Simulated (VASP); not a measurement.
# W16N (a cell with a defect) in VASP: single point with PBE+D3(BJ)

Aim: the single point of W16N (a cell with a defect) with PBE+D3(BJ).

Program: VASP 6.6.1. These are calculated values, not measurements. Logs are shortened: lines on timing, memory, paths and dates and some standing lists are left out, and cuts for length are marked.

### 1 The cell of the first run

The cell holds a defect, 17 atoms: a = 6.320 Å, b = 6.320 Å, c = 6.320 Å, α = 90.00°, β = 90.00°, γ = 90.00°.

### 2 Single point, PBE+D3(BJ)

Input file INCAR:

```
PREC = Accurate
ENCUT = 520
EDIFF = 1E-7
ISMEAR = -1
SIGMA = 0.1
LREAL = Auto
LASPH = True
NELM = 60
ALGO = Normal
ISIF = 2
LWAVE = False
LCHARG = True
GGA = PE
IVDW = 12
LELF = True
LVHAR = True
NBANDS = 128
```

Input file KPOINTS:

```
Automatic mesh
0
Gamma
  3 3 3
```

Input file POSCAR:

```
W16N
1.0
    6.3200000000      0.0000000000      0.0000000000
    0.0000000000      6.3200000000      0.0000000000
    0.0000000000      0.0000000000      6.3200000000
W N
16 1
Direct
   -0.0045742089     -0.0013346519     -0.0033729430
    0.4960985759      0.0043031646     -0.0032631329
   -0.0045743671      0.5013465190     -0.0033729430
   -0.0064106013     -0.0431526899      0.5003216772
    0.2512055380      0.2500060127      0.2432636076
    0.4960985759      0.4957088608     -0.0032631329
    0.4964382911     -0.0016037975      0.4986794304
    0.7457509494      0.2500060127      0.2473218354
   -0.0064109177      0.5431643987      0.5003218354
    0.2517780063      0.7500058544      0.2425601266
    0.2444770570      0.2500060127      0.7457066456
    0.4964382911      0.5016156646      0.4986794304
    0.7368518987      0.7500060127      0.2415786392
    0.7445792722      0.2500058544      0.7493949367
    0.2526556962      0.7500058544      0.7577181962
    0.7360030063      0.7500060127      0.7586474684
    0.0108066456      0.2500058544      0.4690147152
```

Potentials or basis: VASP PAW PBE potentials, release 64 (W_sv, N).

Started as:

```bash
> cat potpaw_PBE.64/W_sv/POTCAR potpaw_PBE.64/N/POTCAR > POTCAR
> mpirun -np 1 vasp_std > vasp.out
```

OUTCAR:

```text
PREC = Accurate
   ENCUT = 520
   EDIFF = 1E-7
   ISMEAR = -1
   LREAL = Auto
   LASPH = True
   NELM = 60
   ISIF = 2
   GGA = PE
   IVDW = 12
 IVDW          = 12

 ion  position               nearest neighbor table
   1  0.995  0.999  0.997-  15 2.72  16 2.72  14 2.73  10 2.74  11 2.74   8 2.74  13 2.75   5 2.75
                             3 3.14   4 3.15   2 3.16   2 3.16   3 3.18   4 3.19
   2  0.496  0.004  0.997-  16 2.67  15 2.69   5 2.69  13 2.70  14 2.71  10 2.72   8 2.72  11 2.73
                             6 3.11   7 3.15   1 3.16   1 3.16   7 3.17   6 3.21
   3  0.995  0.501  0.997-  15 2.72  16 2.72  14 2.73  10 2.74  11 2.74   8 2.74  13 2.75   5 2.75
                             1 3.14   9 3.15   6 3.16   6 3.16   1 3.18   9 3.19
   4  0.994  0.957  0.500-  17 1.87   9 2.61  13 2.65  16 2.65  10 2.65  15 2.65  11 2.89  14 2.90
                             8 2.91   5 2.95   1 3.15   7 3.15   7 3.19   1 3.19
   5  0.251  0.250  0.243-  17 2.08   2 2.69   6 2.69  12 2.75   7 2.75   1 2.75   3 2.75   4 2.95
                             9 2.95   8 3.13  11 3.14  10 3.16  10 3.16  11 3.18   8 3.19
   6  0.496  0.496  0.997-  16 2.67  15 2.69   5 2.69  13 2.70  14 2.71  10 2.72   8 2.72  11 2.73
                             2 3.11  12 3.15   3 3.16   3 3.16  12 3.17   2 3.21
   7  0.496  0.998  0.499-  13 2.72  16 2.73  10 2.73  14 2.74  11 2.74  15 2.74   8 2.74   5 2.75
                            12 3.14   2 3.15   4 3.15   2 3.17  12 3.18   4 3.19
   8  0.746  0.250  0.247-  17 2.18   2 2.72   6 2.72   3 2.74   1 2.74  12 2.74   7 2.74   9 2.91
                             4 2.91   5 3.13  14 3.15  13 3.16  13 3.16  14 3.17   5 3.19
   9  0.994  0.543  0.500-  17 1.87   4 2.61  13 2.65  16 2.65  10 2.65  15 2.65  11 2.89  14 2.90
                             8 2.91   5 2.95   3 3.15  12 3.15  12 3.19   3 3.19
  10  0.252  0.750  0.243-   4 2.65   9 2.65   6 2.72   2 2.72  12 2.73   7 2.73   1 2.74   3 2.74
                            15 3.06  13 3.07   5 3.16   5 3.16  13 3.25  15 3.26
  11  0.244  0.250  0.746-  17 2.29   2 2.73   6 2.73  12 2.74   7 2.74   3 2.74   1 2.74   9 2.89
                             4 2.89   5 3.14  14 3.16  14 3.16  15 3.16  15 3.16   5 3.18
  12  0.496  0.502  0.499-  13 2.72  16 2.73  10 2.73  14 2.74  11 2.74  15 2.74   8 2.74   5 2.75
                             7 3.14   6 3.15   9 3.15   6 3.17   7 3.18   9 3.19
  13  0.737  0.750  0.242-   4 2.65   9 2.65   6 2.70   2 2.70   7 2.72  12 2.72   3 2.75   1 2.75
                            16 3.05  10 3.07   8 3.16   8 3.16  10 3.25  16 3.27
  14  0.745  0.250  0.749-  17 2.44   2 2.71   6 2.71   1 2.73   3 2.73   7 2.74  12 2.74   9 2.90
                             4 2.90   8 3.15  11 3.16  11 3.16  16 3.16  16 3.16   8 3.17
  15  0.253  0.750  0.758-   4 2.65   9 2.65   6 2.69   2 2.69   1 2.72   3 2.72  12 2.74   7 2.74
                            16 3.05  10 3.06  11 3.16  11 3.16  10 3.26  16 3.27
  16  0.736  0.750  0.759-   9 2.65   4 2.65   6 2.67   2 2.67   3 2.72   1 2.72   7 2.73  12 2.73
                            13 3.05  15 3.05  14 3.16  14 3.16  15 3.27  13 3.27
  17  0.011  0.250  0.469-   4 1.87   9 1.87   5 2.08   8 2.18  11 2.29  14 2.44

  LATTYP: Found a simple cubic cell.
 ALAT       =     6.3200000000

  Lattice vectors:

 A1 = (   6.3200000000,   0.0000000000,   0.0000000000)
[... 163 lines left out ...]
   IALGO  =     38    algorithm
   IMIX   =      4    mixing-type and parameters
     AMIX     =   0.40;   BMIX     =  1.00
     AMIX_MAG =   1.60;   BMIX_MAG =  1.00
  volume/ion in A,a.u.               =      14.85       100.21
  Fermi-wavevector in a.u.,A,eV,Ry     =   1.584782  2.994804 34.171502  2.511535
  Thomas-Fermi vector in A             =   2.684347
   LORBIT       =      0    0 simple, 1 ext, 2 COOP (PROOUT), +10 PAW based schemes
   GGA     = PE    functional components
   LHFCALC =     F    Hartree Fock is set to
   AEXX    =    0.0000 exact exchange contribution
   IVDW    =    12    specifies the selected vdW correction
   LEPSILON=     F    determine dielectric tensor
   LRPA    =     F    only Hartree local field effects (RPA)
 non-spin polarized calculation
  energy-cutoff  :      520.00
  volume of cell :      252.44
 maximum number of plane-waves:      6859
   NGX = 23   NGY = 23   NGZ = 23

 number of electron     228.9999997 magnetization

 Free energy of the ion-electron system (eV)
  ---------------------------------------------------
  ext. energy  EPLUGINS =         0.00000000
  ---------------------------------------------------
  free energy    TOTEN  =      -213.26427002 eV

  energy without entropy =     -212.96163495  energy(sigma->0) =     -213.11295249

 E-fermi :  11.9369     XC(G=0): -13.7795

 val. band max:       11.9364682348   @ k =   0.3333   0.0000   0.0000
 cond. band min:      11.9418244254   @ k =   0.0000   0.0000   0.3333
 fundamental gap:      0.0053561906
 Fermi energy:        11.9369419524

 k-point     1 :       0.0000    0.0000    0.0000
  band No.  band energies     occupation
      1     -62.4405      2.00000
      2     -62.4137      2.00000
      3     -62.4008      2.00000
      4     -62.3495      2.00000
      5     -62.3297      2.00000
      6     -62.2749      2.00000
[... 1279 lines left out ...]
    125      13.6888      0.00000
    126      13.9088      0.00000
 [bands above 126 left out]

------------------------ aborting loop because EDIFF is reached ----------------------------------------

 Edisp (eV)  -11.63211

 E8    (eV) :    -5.9077

  FORCE on cell =-STRESS in cart. coord.  units (eV):
  Direction    XX          YY          ZZ          XY          YZ          ZX
  --------------------------------------------------------------------------------------
  -------------------------------------------------------------------------------------
  Total      10.72720    31.31695    10.62861     0.00000     0.00000    -0.90855
  in kB      68.08413   198.76451    67.45834     0.00000     0.00000    -5.76646
  external pressure =      111.44 kB  Pullay stress =        0.00 kB

 VOLUME and BASIS-vectors are now :
 -----------------------------------------------------------------------------
  energy-cutoff  :      520.00
  volume of cell :      252.44
      direct lattice vectors                 reciprocal lattice vectors
     6.320000000  0.000000000  0.000000000     0.158227848  0.000000000  0.000000000
     0.000000000  6.320000000  0.000000000     0.000000000  0.158227848  0.000000000
     0.000000000  0.000000000  6.320000000     0.000000000  0.000000000  0.158227848

 POSITION                                       TOTAL-FORCE (eV/Angst)
 -----------------------------------------------------------------------------------
      6.29109      6.31156      6.29868         0.028676     -0.001027     -0.029927
      3.13534      0.02720      6.29938         0.007215      0.049463     -0.001583
      6.29109      3.16851      6.29868         0.028676      0.001027     -0.029927
      6.27948      6.04727      3.16203         0.065649     -0.210806     -0.103332
      1.58762      1.58004      1.53743        -0.100773      0.000000     -0.068789
      3.13534      3.13288      6.29938         0.007215     -0.049463     -0.001583
[... 9 lines left out ...]
      4.65154      4.74004      4.79465         0.006239      0.000000     -0.068007
      0.06830      1.58004      2.96417        -0.428606      0.000000      0.960381
 -----------------------------------------------------------------------------------
    total drift:                                0.006515     -0.008837      0.004628

  FREE ENERGIE OF THE ION-ELECTRON SYSTEM (eV)
  ---------------------------------------------------
  free  energy   TOTEN  =      -224.8963781264 eV

  energy  without entropy=     -224.5937430523  energy(sigma->0) =     -224.74506059
```

stdout:

```text
POSCAR found type information on POSCAR W N
 POSCAR found :  2 types and      17 ions
 scaLAPACK will be used
 LDA part: xc-table for (Slater+PW92), standard interpolation
 POSCAR, INCAR and KPOINTS ok, starting setup
 FFT: planning ... GRIDC
 FFT: planning ... GRID_SOFT
 FFT: planning ... GRID
 WAVECAR not read
 entering main loop
```

It took 18 min on 1 thread of Oxide Virtual Turin-like, shared host; peak memory 0.42 GiB.

Results:

```yaml
Free_energy: -224.8964 eV
Pressure: 11.1 GPa
Largest_force: 1.052 eV/Å
Band_gap_on_the_k_mesh: zero (an odd number of electrons rules out a gap without spin polarisation)
Dispersion_energy_per_atom: -0.684 eV
```

Forces on the atoms (eV/Å):
```
W    0.029 -0.001 -0.030
W    0.007  0.049 -0.002
W    0.029  0.001 -0.030
W    0.066 -0.211 -0.103
W   -0.101  0.000 -0.069
W    0.007 -0.049 -0.002
W    0.014  0.014 -0.074
W    0.139  0.000 -0.042
W    0.066  0.211 -0.103
W    0.076  0.000 -0.120
W    0.030  0.000 -0.048
W    0.014 -0.014 -0.074
W    0.020  0.000 -0.105
W   -0.047  0.000 -0.026
W    0.073  0.000 -0.067
W    0.006  0.000 -0.068
N   -0.429  0.000  0.960
```

Caveat: spin-orbit coupling is left out, which moves the levels of the heavy elements.
